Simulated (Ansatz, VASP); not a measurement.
# BeRhS3: VASP beside Ansatz

```xyz
5
Lattice="4.2145 0.0000 0.0000 0.0000 4.2145 0.0000 0.0000 0.0000 4.2145" Properties=species:S:1:pos:R:3 pbc="T T T"
Be    0.0000    0.0000    0.0000
Rh    2.1072    2.1072    2.1072
S     0.0000    2.1072    2.1072
S     2.1072    0.0000    2.1072
S     2.1072    2.1072    0.0000
```

Change from the starting cell: species swapped into the KCuCl3 type (Pm-3m, No. 221).

Alike in both runs: task relaxation of cell and atoms; functional PBE; k mesh 4 × 4 × 4; occupations gaussian, width 0.1 eV; collinear spin.

|  | VASP | Ansatz |
| --- | --- | --- |
| version | VASP 6.6.1 | Ansatz 0.2.0 |
| potentials or method | VASP PAW PBE potentials, release 64 (Be, Rh_pv, S), cutoff 600 eV | scalar-relativistic, plane waves, PAW |
| valence electrons in the cell | 35 | 37 |

|  | VASP | Ansatz | Ansatz less VASP |
| --- | --- | --- | --- |
| gap on the k mesh at the Fermi level, each at its own relaxed structure (eV) | none | none | - |
| net moment per atom (μB) | 0.00 | 0.00 | 0.000 |
| relaxed volume (Å³/atom) | 19.85 | 19.72 | -0.123 |
| relaxed length of the cell vector where the two differ most in proportion (Å) | 4.630 | 4.620 | -0.0095 |

A gap of «none» marks a metal or a gap that the smearing closes. VASP's potentials hold 35 valence electrons a cell and Ansatz's 37, so a difference there can come from the potentials and not from the codes. Ansatz's warnings: seeded moment not kept.

The k mesh is coarse, so the values compare programs but aren't converged. Noted on VASP's run: the volume moved by over 15 % at a fixed basis, so the end points are rough.
